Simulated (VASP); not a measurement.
# WS2 in VASP: a series of runs

Aim: see how the results for WS2 move with the level of theory and the settings. Levels: PBEsol, r2SCAN. Tasks: single point.

Program: VASP 6.6.1. These are calculated values, not measurements. Logs are shortened: lines on timing, memory, paths and dates and some standing lists are left out, and cuts for length are marked.

**1. The cell of the first run**

The cell holds a slab with vacuum, 9 atoms: a = 3.146 Å, b = 3.146 Å, c = 28.365 Å, α = 90.00°, β = 90.00°, γ = 120.00°.

**2. Single point, PBEsol**

File INCAR:

```
PREC = Accurate ; ENCUT = 520
EDIFF = 1E-6 ; ISMEAR = -1
SIGMA = 0.05 ; LREAL = False
LASPH = True ; NELM = 80
ALGO = Normal ; ISIF = 2
LWAVE = False ; LCHARG = True
GGA = PS ; LELF = True
LVHAR = True ; NBANDS = 49
```

File KPOINTS:

```
regular mesh
0
Gamma
  10 10 1
```

File POSCAR:

```
WS2
1.0
    3.1459972608      0.0000000000      0.0000000000
   -1.5729986304      2.7245135481      0.0000000000
    0.0000000000      0.0000000000     28.3646106325
W S
3 6
Direct
    0.6666666667      0.3333333333      0.4356085994
    0.6666666667      0.3333333333      0.8838066769
    0.0000000000      0.0000000000      0.6597627339
    0.6666666667      0.3333333333      0.6045003565
    0.0000000000      0.0000000000      0.3803841996
    0.0000000000      0.0000000000      0.8285403056
    0.6666666667      0.3333333333      0.7150249780
    0.0000000000      0.0000000000      0.4908747825
    0.0000000000      0.0000000000      0.9390313576
```

Potentials or basis: VASP PAW PBE potentials, release 64 (W_sv, S).

Run with:

```
$ cat potpaw_PBE.64/W_sv/POTCAR potpaw_PBE.64/S/POTCAR > POTCAR
$ mpirun -np 1 vasp_std > vasp.out
```

OUTCAR:

```text
PREC = Accurate
   ENCUT = 520
   EDIFF = 1E-6
   ISMEAR = -1
   LREAL = False
   LASPH = True
   NELM = 80
   ISIF = 2
   GGA = PS

 ion  position               nearest neighbor table
   1  0.667  0.333  0.436-   5 2.40   5 2.40   5 2.40   8 2.40   8 2.40   8 2.40
   2  0.667  0.333  0.884-   9 2.40   9 2.40   9 2.40   6 2.40   6 2.40   6 2.40
   3  0.000  0.000  0.660-   7 2.40   7 2.40   7 2.40   4 2.40   4 2.40   4 2.40
   4  0.667  0.333  0.605-   3 2.40   3 2.40   3 2.40
   5  0.000  0.000  0.380-   1 2.40   1 2.40   1 2.40
   6  0.000  0.000  0.829-   2 2.40   2 2.40   2 2.40
   7  0.667  0.333  0.715-   3 2.40   3 2.40   3 2.40
   8  0.000  0.000  0.491-   1 2.40   1 2.40   1 2.40
   9  0.000  0.000  0.939-   2 2.40   2 2.40   2 2.40

  LATTYP: Found a hexagonal cell.
 ALAT       =     3.1459972608
 C/A-ratio  =     9.0160951460

  Lattice vectors:

 A1 = (   3.1459972608,   0.0000000000,   0.0000000000)
 A2 = (  -1.5729986304,   2.7245135481,   0.0000000000)
 A3 = (   0.0000000000,   0.0000000000,  28.3646106325)

Analysis of symmetry for initial positions (statically):
=====================================================================
 Subroutine PRICEL returns:
 Original cell was already a primitive cell.

 Routine SETGRP: Setting up the symmetry group for a
 hexagonal supercell.

 Subroutine GETGRP returns: Found  6 space group operations
 (whereof  6 operations were pure point group operations)
 out of a pool of 24 trial point group operations.

The static configuration has the point symmetry C_3v.

Analysis of symmetry for dynamics (positions and initial velocities):
=====================================================================
 Subroutine PRICEL returns:
 Original cell was already a primitive cell.

 Routine SETGRP: Setting up the symmetry group for a
 hexagonal supercell.

 Subroutine GETGRP returns: Found  6 space group operations
 (whereof  6 operations were pure point group operations)
 out of a pool of 24 trial point group operations.

The dynamic configuration has the point symmetry C_3v.

 Subroutine INISYM returns: Found  6 space group operations
 (whereof  6 operations are pure point group operations),
 and found     1 'primitive' translations

----------------------------------------------------------------------------------------

                                     Primitive cell

  volume of cell :     243.1219

  direct lattice vectors                    reciprocal lattice vectors
     3.145997261  0.000000000  0.000000000     0.317864231  0.183518999  0.000000000
    -1.572998630  2.724513548  0.000000000     0.000000000  0.367037999  0.000000000
     0.000000000  0.000000000 28.364610632     0.000000000  0.000000000  0.035255199

  length of vectors
     3.145997261  3.145997261 28.364610632     0.367037999  0.367037999  0.035255199

  position of ions in fractional coordinates (direct lattice)
     0.666666667  0.333333333  0.435608599
     0.666666667  0.333333333  0.883806677
     0.000000000  0.000000000  0.659762734
     0.666666667  0.333333333  0.604500356
     0.000000000  0.000000000  0.380384200
     0.000000000  0.000000000  0.828540306
     0.666666667  0.333333333  0.715024978
     0.000000000  0.000000000  0.490874783
     0.000000000  0.000000000  0.939031358

  ion indices of the primitive-cell ions
   primitive index   ion index
                 1           1
                 2           2
                 3           3
                 4           4
                 5           5
                 6           6
                 7           7
                 8           8
                 9           9

----------------------------------------------------------------------------------------

 KPOINTS: regular mesh

Automatic generation of k-mesh.
 Grid dimensions read from file:
 generate k-points for:   10   10    1

 Generating k-lattice:

  Cartesian coordinates                     Fractional coordinates (reciprocal lattice)
     0.031786423  0.018351900  0.000000000     0.100000000  0.000000000  0.000000000
     0.000000000  0.036703800  0.000000000     0.000000000  0.100000000  0.000000000
     0.000000000  0.000000000  0.035255199     0.000000000  0.000000000  1.000000000

  Length of vectors
     0.036703800  0.036703800  0.035255199

  Shift w.r.t. Gamma in fractional coordinates (k-lattice)
     0.000000000  0.000000000  0.000000000

 Subroutine IBZKPT returns following result:
 ===========================================

 Found     14 irreducible k-points:

 Following reciprocal coordinates:
            Coordinates               Weight
  0.000000  0.000000  0.000000      1.000000
  0.100000 -0.000000  0.000000      6.000000
  0.200000 -0.000000  0.000000      6.000000
  0.300000  0.000000  0.000000      6.000000
  0.400000 -0.000000  0.000000      6.000000
  0.500000  0.000000  0.000000      3.000000
  0.100000  0.100000  0.000000      6.000000
  0.200000  0.100000  0.000000     12.000000
  0.300000  0.100000  0.000000     12.000000
  0.400000  0.100000  0.000000     12.000000
  0.200000  0.200000  0.000000      6.000000
  0.300000  0.200000  0.000000     12.000000
  0.400000  0.200000  0.000000      6.000000
  0.300000  0.300000  0.000000      6.000000
   k-points           NKPTS =     14   k-points in BZ     NKDIM =     14   number of bands    NBANDS=     49
   number of dos      NEDOS =    301   number of ions     NIONS =      9
   total plane-waves  NPLWV = 124416
   dimension x,y,z NGX =    24 NGY =   24 NGZ =  216
   dimension x,y,z NGXF=    48 NGYF=   48 NGZF=  432
   ions per type =               3   6
   NGX,Y,Z   is equivalent  to a cutoff of  12.68, 12.68, 12.66 a.u.
   NGXF,Y,Z  is equivalent  to a cutoff of  25.36, 25.36, 25.32 a.u.
 SYSTEM =  unknown system
   PREC   = accura    normal or accurate (medium, high low for compatibility)
   ISTART =      0    job   : 0-new  1-cont  2-samecut
   ICHARG =      2    charge: 1-file 2-atom 10-const
   ISPIN  =      1    spin polarized calculation?
   LNONCOLLINEAR =      F non collinear calculations
   LSORBIT =      F    spin-orbit coupling
   LASPH  =      T    aspherical Exc in radial PAW
   ENCUT  =  520.0 eV  38.22 Ry    6.18 a.u.   5.85  5.85 52.74*2*pi/ulx,y,z
   NELM   =     80;   NELMIN=  2; NELMDL= -5     # of ELM steps
   EDIFF  = 0.1E-05   stopping-criterion for ELM
   LREAL  =      F    real-space projection
   EDIFFG = 0.1E-04   stopping-criterion for IOM
   NSW    =      0    number of steps for IOM
   IBRION =     -1    ionic relax: 0-MD 1-quasi-New 2-CG
   NFREE  =      0    steps in history (QN), initial steepest desc. (CG)
   ISIF   =      2    stress and relaxation
   ISYM   =      2    0-nonsym 1-usesym 2-fastsym
   POTIM  = 0.5000    time-step for ionic-motion
   TEBEG  =    0.0;   TEEND  =   0.0 temperature during run
   PSTRESS=    0.0 pullay stress
   NELECT =      78.0000    total number of electrons
   NUPDOWN=      -1.0000    fix difference up-down
   EMIN   =  10.00;   EMAX   =-10.00  energy-range for DOS
   EFERMI =   0.00;   METHOD = LEGACY
   ISMEAR =    -1;   SIGMA  =   0.05  broadening in eV -4-tet -1-fermi 0-gaus
   EFERMI_NEDOS =   21; number of points for ismear=-14 and -15
   IALGO  =     38    algorithm
   IMIX   =      4    mixing-type and parameters
     AMIX     =   0.40;   BMIX     =  1.00
     AMIX_MAG =   1.60;   BMIX_MAG =  1.00
  volume/ion in A,a.u.               =      27.01       182.30
  Fermi-wavevector in a.u.,A,eV,Ry     =   1.120723  2.117860 17.089193  1.256020
  Thomas-Fermi vector in A             =   2.257372
   LORBIT       =      0    0 simple, 1 ext, 2 COOP (PROOUT), +10 PAW based schemes
   GGA     = PS    functional components
   LHFCALC =     F    Hartree Fock is set to
   AEXX    =    0.0000 exact exchange contribution
   IVDW    =     0    specifies the selected vdW correction
   LEPSILON=     F    determine dielectric tensor
   LRPA    =     F    only Hartree local field effects (RPA)
 non-spin polarized calculation
  energy-cutoff  :      520.00
  volume of cell :      243.12
 maximum number of plane-waves:      6580
 NGX is ok and might be reduce to    24
   NGX = 11   NGY = 11   NGZ =105

 number of electron      77.9999992 magnetization

 Free energy of the ion-electron system (eV)
  ---------------------------------------------------
  ext. energy  EPLUGINS =         0.00000000
  ---------------------------------------------------
  free energy    TOTEN  =       -75.80167763 eV

  energy without entropy =      -75.80167756  energy(sigma->0) =      -75.80167760

 E-fermi :   3.5082     XC(G=0):  -7.6513

 val. band max:        2.8538409133   @ k =   0.0000   0.0000   0.0000
 cond. band min:       4.2830328317   @ k =   0.2000   0.2000   0.0000
 fundamental gap:      1.4291919185
 Fermi energy:         3.5082307864

 k-point     1 :       0.0000    0.0000    0.0000
  band No.  band energies     occupation
      1     -71.4466      2.00000
      2     -71.4450      2.00000
      3     -71.4450      2.00000
      4     -35.7247      2.00000
      5     -35.7232      2.00000
      6     -35.7232      2.00000
[... 41 lines left out ...]
     48       5.6277      0.00000
     49       5.6613      0.00000

 k-point     2 :       0.1000   -0.0000    0.0000
  band No.  band energies     occupation
      1     -71.4447      2.00000
      2     -71.4431      2.00000
      3     -71.4431      2.00000
      4     -35.7180      2.00000
      5     -35.7164      2.00000
      6     -35.7164      2.00000
[... 41 lines left out ...]
     48       5.5137      0.00000
     49       5.7612      0.00000

 k-point     3 :       0.2000   -0.0000    0.0000
  band No.  band energies     occupation
      1     -71.4397      2.00000
      2     -71.4381      2.00000
      3     -71.4381      2.00000
      4     -35.7003      2.00000
      5     -35.6988      2.00000
      6     -35.6987      2.00000
[... 561 lines left out ...]
     48       6.4131      0.00000
     49       7.4012      0.00000

 k-point    14 :       0.3000    0.3000    0.0000
  band No.  band energies     occupation
      1     -71.4245      2.00000
      2     -71.4229      2.00000
      3     -71.4229      2.00000
      4     -35.8313      2.00000
      5     -35.8297      2.00000
      6     -35.8297      2.00000
[... 41 lines left out ...]
     48       6.5347      0.00000
     49       7.9368      0.00000

------------------------ aborting loop because EDIFF is reached ----------------------------------------

  FORCE on cell =-STRESS in cart. coord.  units (eV):
  Direction    XX          YY          ZZ          XY          YZ          ZX
  --------------------------------------------------------------------------------------
  -------------------------------------------------------------------------------------
  Total        0.1223948      0.1223948      0.1436282      0.0000000     -0.0000000      0.0000000
  in kB        0.8065839      0.8065839      0.9465122      0.0000000     -0.0000000      0.0000000
  external PRESSURE =       0.8532267 kB  Pullay stress =       0.0000000 kB

 VOLUME and BASIS-vectors are now :
 -----------------------------------------------------------------------------
  energy-cutoff  :      520.00
  volume of cell :      243.12
      direct lattice vectors                 reciprocal lattice vectors
     3.145997261  0.000000000  0.000000000     0.317864231  0.183518999  0.000000000
    -1.572998630  2.724513548  0.000000000     0.000000000  0.367037999  0.000000000
     0.000000000  0.000000000 28.364610632     0.000000000  0.000000000  0.035255199

 POSITION                                       TOTAL-FORCE (eV/Angst)
 -----------------------------------------------------------------------------------
      1.57300      0.90817     12.35587        -0.000000      0.000000      0.000125
      1.57300      0.90817     25.06883         0.000000      0.000000      0.000126
      0.00000      0.00000     18.71391         0.000000     -0.000000     -0.000249
      1.57300      0.90817     17.14642        -0.000000      0.000000     -0.024795
      0.00000      0.00000     10.78945        -0.000000     -0.000000     -0.025434
      0.00000      0.00000     23.50122        -0.000000      0.000000     -0.025113
      1.57300      0.90817     20.28141        -0.000000      0.000000      0.024551
      0.00000      0.00000     13.92347         0.000000     -0.000000      0.025517
      0.00000      0.00000     26.63526         0.000000     -0.000000      0.025273
 -----------------------------------------------------------------------------------
    total drift:                               -0.000001      0.000000     -0.000010

  FREE ENERGIE OF THE ION-ELECTRON SYSTEM (eV)
  ---------------------------------------------------
  free  energy   TOTEN  =       -75.8016776298 eV

  energy  without entropy=      -75.8016775606  energy(sigma->0) =      -75.80167760
```

Wall time 6.7 min (1 thread of Intel Xeon 8259CL, shared host); peak memory 0.41 GiB.

What came out:

* Free energy: -75.8017 eV
* Largest force: 0.026 eV/Å
* Band gap on the k mesh: 1.43 eV (least direct gap 2.23 eV)

Forces on the atoms (eV/Å):
```
W    0.000  0.000  0.000
W    0.000  0.000  0.000
W    0.000  0.000  0.000
S    0.000  0.000 -0.025
S    0.000  0.000 -0.025
S    0.000  0.000 -0.025
S    0.000  0.000  0.025
S    0.000  0.000  0.026
S    0.000  0.000  0.025
```

Levels at points of the mesh, in eV from the valence-band top:
```tsv
k point	band 36	band 37	band 38	band 39	band 40	band 41	band 42	band 43
(0.00, 0.00, 0.00)	-1.93	-0.80	-0.34	0.00	2.58	2.58	2.59	2.59
(0.50, 0.00, 0.00)	-1.54	-1.42	-1.37	-1.34	2.60	2.61	2.62	2.93
```

Caveat: there is no dipole correction, which matters where the two faces differ; the PAW data sets were made with another functional, which shifts forces and pressure a little; spin-orbit coupling is left out, which moves the levels of the heavy elements.

[end of part 1 of 2]
